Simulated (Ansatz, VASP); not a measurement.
# One calculation of SrO, two programs

The input INCAR:

```
PREC = Accurate
ENCUT = 600
EDIFF = 1E-6
ISMEAR = 0
SIGMA = 0.01
LREAL = F
LASPH = T
NELM = 120
ALGO = Normal
ISIF = 2
LWAVE = F
LCHARG = F
GGA = PE
NBANDS = 15
GGA_COMPAT = F
```

Contents of KPOINTS:

```
Automatic mesh
0
Gamma
  6 6 6
```

POSCAR

```
SrO
1.0
    0.0000000000      2.5716301319      2.5716301319
    2.5716301319      0.0000000000      2.5716301319
    2.5716301319      2.5716301319      0.0000000000
Sr O
1 1
Direct
    0.0000000000      0.0000000000      0.0000000000
    0.5000000000      0.5000000000      0.5000000000
```

Input for Ansatz:

```yaml
crystal:
  lattice:
    - [0.0, 2.5716301319, 2.5716301319]
    - [2.5716301319, 0.0, 2.5716301319]
    - [2.5716301319, 2.5716301319, 0.0]
  atoms:
    - { symbol: Sr, position: [0.0, 0.0, 0.0] }
    - { symbol: O, position: [0.5, 0.5, 0.5] }
basis:
  ecutwfc: 420
kpoints:
  mp_grid: { grid: [6, 6, 6] }
  band_path:
    path:
      - [0.0, 0.0, 0.0]
      - [0.0, 0.0, 0.0]
      - [0.0, 0.0, 0.0]
      - [0.0, 0.0, 0.0]
      - [0.0, 0.0, 0.0]
      - [0.0, 0.0, 0.0]
      - [0.0, 0.0, 0.0]
      - [0.0, 0.0, 0.0]
      - [0.0, 0.0, 0.0]
      - [0.0, 0.0, 0.0]
      - [0.0, 0.0, 0.0]
      - [0.0, 0.0, 0.0]
      - [0.0, 0.0, 0.0]
      - [0.0, 0.0, 0.0]
      - [0.0, 0.0, 0.0]
      - [0.0, 0.0, 0.0]
      - [0.0, 0.0, 0.0]
      - [0.0, 0.0, 0.0]
      - [0.0, 0.0, 0.0]
      - [0.0, 0.0, 0.0]
      - [0.0, 0.0, 0.0]
      - [0.0, 0.0, 0.0]
      - [0.0, 0.0, 0.0]
      - [0.0, 0.0, 0.0]
      - [0.0, 0.0, 0.0]
      - [0.0, 0.0, 0.0]
      - [0.3, 0.3, 0.0]
      - [0.3166666667, 0.3166666667, 0.0]
      - [0.3333333333, 0.3333333333, 0.0]
      - [0.35, 0.35, 0.0]
      - [0.3666666667, 0.3666666667, 0.0]
      - [0.3833333333, 0.3833333333, 0.0]
      - [0.4, 0.4, 0.0]
      - [0.4166666667, 0.4166666667, 0.0]
      - [0.4333333333, 0.4333333333, 0.0]
      - [0.45, 0.45, 0.0]
      - [0.4666666667, 0.4666666667, 0.0]
      - [0.4833333333, 0.4833333333, 0.0]
      - [0.5, 0.5, 0.0]
      - [0.5, 0.5, 0.5]
      - [0.5, 0.5, 0.5]
      - [0.5, 0.5, 0.5]
      - [0.5, 0.5, 0.5]
      - [0.5, 0.5, 0.5]
      - [0.5, 0.5, 0.5]
      - [0.5, 0.5, 0.5]
      - [0.5, 0.5, 0.5]
      - [0.5, 0.5, 0.5]
      - [0.5, 0.5, 0.5]
      - [0.5, 0.5, 0.5]
      - [0.5, 0.5, 0.5]
      - [0.5, 0.5, 0.5]
      - [0.5, 0.5, 0.5]
      - [0.5, 0.5, 0.5]
      - [0.5, 0.5, 0.5]
      - [0.5, 0.5, 0.5]
      - [0.5, 0.5, 0.5]
      - [0.5, 0.5, 0.5]
      - [0.5, 0.5, 0.5]
      - [0.5, 0.5, 0.5]
      - [0.5, 0.5, 0.5]
      - [0.5, 0.5, 0.5]
      - [0.5, 0.5, 0.5]
      - [0.5, 0.5, 0.5]
      - [0.5, 0.5, 0.5]
    npoints: 1
hamiltonian:
  xc: pbe
  pseudopotentials: { kind: paw, azcp: { folder: soft_1 } }
scf:
  occupations: { method: fixed }
  n_extra_bands: 5
output:
  eigenvalues: true
```

Alike in both runs: task single point; functional PBE; k mesh 6 × 6 × 6; no spin polarisation.

```csv
,VASP,Ansatz
version,VASP 6.6.1,Ansatz 0.2.0
potentials or method,"VASP PAW PBE potentials, release 64 (Sr_sv, O), cutoff 600 eV","scalar-relativistic, plane waves, PAW"
occupations,"gaussian, width 0.01 eV",fixed
valence electrons in the cell,16,16
```

```csv
,VASP,Ansatz,Ansatz less VASP
gap on the k mesh at the Fermi level (eV),3.27,3.31,+0.048
least direct gap on the mesh (eV),3.35,3.39,+0.038
```
